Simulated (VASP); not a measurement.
A run of VASP 6.6.1 is set up as follows.

File INCAR:

```
PREC = Accurate ; ENCUT = 600
EDIFF = 1E-7 ; ISMEAR = 0
SIGMA = 0.1 ; LREAL = False
LASPH = True ; NELM = 60
ALGO = Normal ; ISIF = 3
LWAVE = False ; LCHARG = False
GGA = PE ; IBRION = 2
NSW = 90 ; EDIFFG = -0.04
```

File KPOINTS:

```
regular mesh
0
Gamma
  4 4 4
```

Contents of POSCAR:

```
RbLa2Cl2
1.0
   -3.0372523900      3.0372523900      5.1969522800
    3.0372523900     -3.0372523900      5.1969522800
    3.0372523900      3.0372523900     -5.1969522800
Rb La Cl
1 2 2
Direct
    0.0000000000      0.0000000000      0.0000000000
    0.3485684600      0.3485684600      0.0000000000
    0.6514315400      0.6514315400      0.0000000000
    0.5000000000      0.0000000000      0.5000000000
    0.0000000000      0.5000000000      0.5000000000
```

Potentials or basis: VASP PAW PBE potentials, release 64 (Rb_sv, La, Cl).

Launch:

```sh
$ cat potpaw_PBE.64/Rb_sv/POTCAR potpaw_PBE.64/La/POTCAR potpaw_PBE.64/Cl/POTCAR > POTCAR
$ mpirun -np 1 vasp_std > vasp.out
```

Question: Estimate the relaxed volume.

Answer: 40.44 Å³/atom.

Question: Predict the relaxed cell.

Answer: a = 7.374 Å, b = 7.374 Å, c = 7.374 Å, α = 134.29°, β = 134.29°, γ = 66.63°.

Question: Predict the space group after relaxing (to 0.1 Å).

Answer: I4/mmm (No. 139).

Question: What does it give for the band gap on the k mesh?

Answer: Zero (an odd number of electrons rules out a gap without spin polarisation).

Forces in eV/Å, atoms in the order of the input:
```
Rb   0.000  0.000  0.000
La   0.000  0.000 -0.010
La   0.000  0.000  0.010
Cl   0.000  0.000  0.000
Cl   0.000  0.000  0.000
```

Caveat: spin-orbit coupling is left out, which moves the levels of the heavy elements; an odd number of electrons without spin polarisation forces a metal; a magnetic or distorted state may lie lower.
